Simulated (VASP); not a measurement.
# Pd (Im-3m) in VASP: further runs

Pd is run at these levels: revPBE; tasks: relaxation of cell and atoms, single point.

Program: VASP 6.6.1. These are calculated values, not measurements. Logs are shortened: lines on timing, memory, paths and dates and some standing lists are left out, and cuts for length are marked.

## Step 1: The cell of the first run

It takes space group Im-3m (No. 229, cubic). Conventional cell: a = 3.087 Å, b = 3.087 Å, c = 3.087 Å, α = 90.00°, β = 90.00°, γ = 90.00°. Pd (site symmetry m-3m) has 14 Pd at 2.67 to 3.09 Å within 3.5 Å.

This isn't the form of Pd at room conditions, which is fcc.

## Step 2: Relaxation of cell and atoms, revPBE

INCAR

```
SYSTEM = Pd
  PREC = Accurate
  ENCUT = 500
  EDIFF = 1E-7
  ISMEAR = -1
  SIGMA = 0.1
  LREAL = .FALSE.
  LASPH = .TRUE.
  NELM = 120
  ALGO = Normal
  ISIF = 3
  LWAVE = .FALSE.
  LCHARG = .FALSE.
  GGA = RE
  IBRION = 2
  NSW = 80
  EDIFFG = -0.01
  GGA_COMPAT = .FALSE.
  NELMIN = 4
```

KPOINTS

```
Automatic mesh
0
G
  14 14 14
  0 0 0
```

POSCAR

```
Pd
1.0
   -1.5436681530      1.5436681530      1.5436681530
    1.5436681530     -1.5436681530      1.5436681530
    1.5436681530      1.5436681530     -1.5436681530
Pd
1
Direct
    0.0000000000      0.0000000000      0.0000000000
```

Potentials or basis: VASP PAW PBE potentials, release 64 (Pd).

On the command line:

```
> cat potpaw_PBE.64/Pd/POTCAR > POTCAR
> mpirun -np 1 vasp_std > vasp.out
```

OUTCAR:

```text
SYSTEM = Pd
   PREC = Accurate
   ENCUT = 500
   EDIFF = 1E-7
   ISMEAR = -1
   LREAL = .FALSE.
   LASPH = .TRUE.
   NELM = 120
   ISIF = 3
   GGA = RE
   IBRION = 2
   NSW = 80
   EDIFFG = -0.01
   NELMIN = 4

 ion  position               nearest neighbor table
   1  0.000  0.000  0.000-

  LATTYP: Found a body centered cubic cell.
 ALAT       =     3.0873363060

  Lattice vectors:

 A1 = (  -1.5436681530,   1.5436681530,   1.5436681530)
 A2 = (   1.5436681530,  -1.5436681530,   1.5436681530)
 A3 = (   1.5436681530,   1.5436681530,  -1.5436681530)

Analysis of symmetry for initial positions (statically):
=====================================================================
 Subroutine PRICEL returns:
 Original cell was already a primitive cell.

 Routine SETGRP: Setting up the symmetry group for a
 body centered cubic supercell.

 Subroutine GETGRP returns: Found 48 space group operations
 (whereof 48 operations were pure point group operations)
 out of a pool of 48 trial point group operations.

The static configuration has the point symmetry O_h .

Analysis of symmetry for dynamics (positions and initial velocities):
=====================================================================
 Subroutine PRICEL returns:
 Original cell was already a primitive cell.

 Routine SETGRP: Setting up the symmetry group for a
 body centered cubic supercell.

 Subroutine GETGRP returns: Found 48 space group operations
 (whereof 48 operations were pure point group operations)
 out of a pool of 48 trial point group operations.

The dynamic configuration has the point symmetry O_h .

 Subroutine INISYM returns: Found 48 space group operations
 (whereof 48 operations are pure point group operations),
 and found     1 'primitive' translations

----------------------------------------------------------------------------------------

                                     Primitive cell

  volume of cell :      14.7137

  direct lattice vectors                    reciprocal lattice vectors
    -1.543668153  1.543668153  1.543668153     0.000000000  0.323903813  0.323903813
     1.543668153 -1.543668153  1.543668153     0.323903813  0.000000000  0.323903813
     1.543668153  1.543668153 -1.543668153     0.323903813  0.323903813  0.000000000

  length of vectors
     2.673711671  2.673711671  2.673711671     0.458069165  0.458069165  0.458069165

  position of ions in fractional coordinates (direct lattice)
     0.000000000  0.000000000  0.000000000

  ion indices of the primitive-cell ions
   primitive index   ion index
                 1           1

----------------------------------------------------------------------------------------

 KPOINTS: Automatic mesh

Automatic generation of k-mesh.
 Grid dimensions read from file:
 generate k-points for:   14   14   14

 Generating k-lattice:

  Cartesian coordinates                     Fractional coordinates (reciprocal lattice)
     0.000000000  0.023135987  0.023135987     0.071428571  0.000000000  0.000000000
     0.023135987  0.000000000  0.023135987     0.000000000  0.071428571  0.000000000
     0.023135987  0.023135987  0.000000000     0.000000000  0.000000000  0.071428571

  Length of vectors
     0.032719226  0.032719226  0.032719226

  Shift w.r.t. Gamma in fractional coordinates (k-lattice)
     0.000000000  0.000000000  0.000000000

 Subroutine IBZKPT returns following result:
 ===========================================

 Found    104 irreducible k-points:

 Following reciprocal coordinates:
            Coordinates               Weight
  0.000000  0.000000  0.000000      1.000000
  0.071429  0.000000  0.000000     12.000000
  0.142857  0.000000  0.000000     12.000000
  0.214286  0.000000  0.000000     12.000000
  0.285714  0.000000  0.000000     12.000000
  0.357143  0.000000  0.000000     12.000000
[... 16 lines left out ...]
  0.285714  0.285714  0.000000     24.000000
  0.357143  0.285714  0.000000     24.000000
 [... further k-points ...]
   k-points           NKPTS =    104   k-points in BZ     NKDIM =    104   number of bands    NBANDS=      9
   number of dos      NEDOS =    301   number of ions     NIONS =      1
   total plane-waves  NPLWV =   8000
   dimension x,y,z NGX =    20 NGY =   20 NGZ =   20
   dimension x,y,z NGXF=    40 NGYF=   40 NGZF=   40
   ions per type =               1
   NGX,Y,Z   is equivalent  to a cutoff of  12.44, 12.44, 12.44 a.u.
   NGXF,Y,Z  is equivalent  to a cutoff of  24.87, 24.87, 24.87 a.u.
 SYSTEM =  Pd
   PREC   = accura    normal or accurate (medium, high low for compatibility)
   ISTART =      0    job   : 0-new  1-cont  2-samecut
   ICHARG =      2    charge: 1-file 2-atom 10-const
   ISPIN  =      1    spin polarized calculation?
   LNONCOLLINEAR =      F non collinear calculations
   LSORBIT =      F    spin-orbit coupling
   LASPH  =      T    aspherical Exc in radial PAW
   ENCUT  =  500.0 eV  36.75 Ry    6.06 a.u.   4.87  4.87  4.87*2*pi/ulx,y,z
   NELM   =    120;   NELMIN=  4; NELMDL= -5     # of ELM steps
   EDIFF  = 0.1E-06   stopping-criterion for ELM
   LREAL  =      F    real-space projection
   EDIFFG = -.1E-01   stopping-criterion for IOM
   NSW    =     80    number of steps for IOM
   IBRION =      2    ionic relax: 0-MD 1-quasi-New 2-CG
   NFREE  =      1    steps in history (QN), initial steepest desc. (CG)
   ISIF   =      3    stress and relaxation
   ISYM   =      2    0-nonsym 1-usesym 2-fastsym
   POTIM  = 0.5000    time-step for ionic-motion
   TEBEG  =    0.0;   TEEND  =   0.0 temperature during run
   PSTRESS=    0.0 pullay stress
   NELECT =      10.0000    total number of electrons
   NUPDOWN=      -1.0000    fix difference up-down
   EMIN   =  10.00;   EMAX   =-10.00  energy-range for DOS
   EFERMI =   0.00;   METHOD = LEGACY
   ISMEAR =    -1;   SIGMA  =   0.10  broadening in eV -4-tet -1-fermi 0-gaus
   EFERMI_NEDOS =   21; number of points for ismear=-14 and -15
   IALGO  =     38    algorithm
   IMIX   =      4    mixing-type and parameters
     AMIX     =   0.40;   BMIX     =  1.00
     AMIX_MAG =   1.60;   BMIX_MAG =  1.00
  volume/ion in A,a.u.               =      14.71        99.29
  Fermi-wavevector in a.u.,A,eV,Ry     =   1.439354  2.719984 28.187725  2.071739
  Thomas-Fermi vector in A             =   2.558219
   LORBIT       =      0    0 simple, 1 ext, 2 COOP (PROOUT), +10 PAW based schemes
   GGA     = RE    functional components
   LHFCALC =     F    Hartree Fock is set to
   AEXX    =    0.0000 exact exchange contribution
   IVDW    =     0    specifies the selected vdW correction
   LEPSILON=     F    determine dielectric tensor
   LRPA    =     F    only Hartree local field effects (RPA)
 conjugate gradient relaxation of ions
 non-spin polarized calculation
  energy-cutoff  :      500.00
  volume of cell :       14.71
 maximum number of plane-waves:       385
   NGX =  9   NGY =  9   NGZ =  9

--------------------------------------- Ionic step        1  -------------------------------------------

 number of electron      10.0000000 magnetization

 Free energy of the ion-electron system (eV)
  ---------------------------------------------------
  ext. energy  EPLUGINS =         0.00000000
  ---------------------------------------------------
  free energy    TOTEN  =        -4.68420039 eV

  energy without entropy =       -4.64005835  energy(sigma->0) =       -4.66212937

------------------------ aborting loop because EDIFF is reached ----------------------------------------

  FORCE on cell =-STRESS in cart. coord.  units (eV):
  Direction    XX          YY          ZZ          XY          YZ          ZX
  --------------------------------------------------------------------------------------
  -------------------------------------------------------------------------------------
  Total        1.1562245      1.1562245      1.1562245      0.0000000      0.0000000     -0.0000000
  in kB      125.9015062    125.9015062    125.9015062      0.0000000      0.0000000     -0.0000000
  external PRESSURE =     125.9015062 kB  Pullay stress =       0.0000000 kB

 VOLUME and BASIS-vectors are now :
 -----------------------------------------------------------------------------
  energy-cutoff  :      500.00
  volume of cell :       14.71
      direct lattice vectors                 reciprocal lattice vectors
    -1.543668153  1.543668153  1.543668153     0.000000000  0.323903813  0.323903813
     1.543668153 -1.543668153  1.543668153     0.323903813  0.000000000  0.323903813
     1.543668153  1.543668153 -1.543668153     0.323903813  0.323903813  0.000000000
[... 71 lines left out ...]
 POSITION                                       TOTAL-FORCE (eV/Angst)
 -----------------------------------------------------------------------------------
     -0.00000      0.00000      0.00000        -0.000000     -0.000000     -0.000000
 -----------------------------------------------------------------------------------
    total drift:                                0.000000     -0.000000      0.000000

  FREE ENERGIE OF THE ION-ELECTRON SYSTEM (eV)
  ---------------------------------------------------
  free  energy   TOTEN  =        -4.7231698324 eV

  energy  without entropy=       -4.6748008286  energy(sigma->0) =       -4.69898533

--------------------------------------- Ionic step        4  -------------------------------------------

 number of electron      10.0000002 magnetization

 Free energy of the ion-electron system (eV)
  ---------------------------------------------------
  ext. energy  EPLUGINS =         0.00000000
  ---------------------------------------------------
  free energy    TOTEN  =        -4.72318482 eV

  energy without entropy =       -4.67490308  energy(sigma->0) =       -4.69904395

 E-fermi :   8.7633     XC(G=0): -12.6789

 val. band max:        8.7567393816   @ k =  -0.4286  -0.4286   0.1429
 cond. band min:       8.7786266675   @ k =   0.2143   0.1429   0.0000
 fundamental gap:      0.0218872858
 Fermi energy:         8.7632981785

 k-point     1 :       0.0000    0.0000    0.0000
  band No.  band energies     occupation
      1       2.1735      2.00000
      2       6.1061      2.00000
      3       6.1061      2.00000
      4       6.1061      2.00000
      5       7.8955      1.99966
      6       7.8955      1.99966
      7      27.9940      0.00000
      8      27.9940      0.00000
      9      27.9940      0.00000

 k-point     2 :       0.0714    0.0000    0.0000
  band No.  band energies     occupation
      1       2.3579      2.00000
      2       6.0468      2.00000
      3       6.1090      2.00000
      4       6.2322      2.00000
      5       7.8275      1.99983
      6       7.8999      1.99964
      7      27.8210      0.00000
      8      28.0045      0.00000
      9      28.2019      0.00000
[... 253 lines left out ...]
 k-point    24 :       0.3571    0.2857    0.0000
  band No.  band energies     occupation
      1       4.8298      2.00000
      2       5.6214      2.00000
      3       6.1453      2.00000
      4       7.9604      1.99935
      5       8.1971      1.99307
      6      15.1967      0.00000
      7      16.4625      0.00000
      8      17.9572      0.00000
      9      25.7905      0.00000

 [... further k-points ...]

------------------------ aborting loop because EDIFF is reached ----------------------------------------

  FORCE on cell =-STRESS in cart. coord.  units (eV):
  Direction    XX          YY          ZZ          XY          YZ          ZX
  --------------------------------------------------------------------------------------
  -------------------------------------------------------------------------------------
  Total        0.0005272      0.0005272      0.0005272      0.0000000      0.0000000      0.0000000
  in kB        0.0535069      0.0535069      0.0535069      0.0000000      0.0000000      0.0000000
  external PRESSURE =       0.0535069 kB  Pullay stress =       0.0000000 kB

 VOLUME and BASIS-vectors are now :
 -----------------------------------------------------------------------------
  energy-cutoff  :      500.00
  volume of cell :       15.79
      direct lattice vectors                 reciprocal lattice vectors
    -1.580294469  1.580294469  1.580294469     0.000000000  0.316396728  0.316396728
     1.580294469 -1.580294469  1.580294469     0.316396728  0.000000000  0.316396728
     1.580294469  1.580294469 -1.580294469     0.316396728  0.316396728  0.000000000

 POSITION                                       TOTAL-FORCE (eV/Angst)
 -----------------------------------------------------------------------------------
     -0.00000      0.00000      0.00000        -0.000000      0.000000      0.000000
 -----------------------------------------------------------------------------------
    total drift:                                0.000000     -0.000000      0.000000

  FREE ENERGIE OF THE ION-ELECTRON SYSTEM (eV)
  ---------------------------------------------------
  free  energy   TOTEN  =        -4.7231848249 eV

  energy  without entropy=       -4.6749030815  energy(sigma->0) =       -4.69904395

 reached required accuracy - stopping structural energy minimisation
```

It took 68 s on 1 thread of AMD EPYC 7R13, shared host; peak memory 0.11 GiB.

Results:

| Item | Value |
| --- | --- |
| Free energy | -4.7232 eV |
| Relaxed volume | 15.79 Å³/atom |
| Relaxed cell | a = 2.737 Å, b = 2.737 Å, c = 2.737 Å, α = 109.47°, β = 109.47°, γ = 109.47° |
| Space group after relaxing (to 0.1 Å) | Im-3m (No. 229) |
| Energy gained by relaxing | 39.0 meV/atom |
| Ionic steps | 4 |
| Pressure after relaxing | 0.0 GPa |
| Band gap on the k mesh | zero (bands 5 and 6 overlap by 1.50 eV) |

The path:
```tsv
step	energy change (eV)	largest force (eV/Å)	pressure (GPa)	volume (Å³)
1	0.0000	0.0000	12.59	14.71
2	0.0167	0.0000	-10.53	17.32
3	-0.0390	0.0000	-0.20	15.81
4	-0.0390	0.0000	0.01	15.79
```

Final structure:
```
CELL_PARAMETERS angstrom
-1.58029 1.58029 1.58029
1.58029 -1.58029 1.58029
1.58029 1.58029 -1.58029
ATOMIC_POSITIONS crystal
Pd 0.00000 0.00000 0.00000
```

Caveat: the PAW data sets were made with another functional, which shifts forces and pressure a little.

## Step 3: Single point, revPBE

This run uses another cell than the first one, of 15.81 Å³/atom.

INCAR

```
PREC = Accurate
ENCUT = 500
EDIFF = 1E-6
ISMEAR = -1
SIGMA = 0.1
LREAL = F
LASPH = T
NELM = 120
ALGO = Normal
ISIF = 2
LWAVE = F
LCHARG = F
GGA = RE
NBANDS = 11
GGA_COMPAT = F
```

KPOINTS

```
regular mesh
0
Gamma
  23 23 23
```

POSCAR

```
Pd
1.0
   -1.5810518789      1.5810518789      1.5810518789
    1.5810518789     -1.5810518789      1.5810518789
    1.5810518789      1.5810518789     -1.5810518789
Pd
1
Direct
    0.0000000000      0.0000000000      0.0000000000
```

Potentials or basis: VASP PAW PBE potentials, release 64 (Pd).

On the command line:

```
> cat potpaw_PBE.64/Pd/POTCAR > POTCAR
> mpirun -np 1 vasp_std > vasp.out
```

It took 62 s on 1 thread of AMD EPYC 7R13, shared host; peak memory 0.14 GiB.

The run converged. Its results:

```yaml
Free_energy: -4.7268 eV
Pressure: -0.3 GPa
Band_gap_on_the_k_mesh: zero (bands 5 and 6 overlap by 1.48 eV)
```

Levels at points of the mesh, in eV from the Fermi level:
```csv
k point,band 1,band 2,band 3,band 4,band 5,band 6,band 7,band 8,band 9,band 10
"(0.00, 0.00, 0.00)",-6.58,-2.65,-2.65,-2.65,-0.87,-0.87,19.23,19.23,19.23,27.07
```

Caveat: the PAW data sets were made with another functional, which shifts forces and pressure a little.
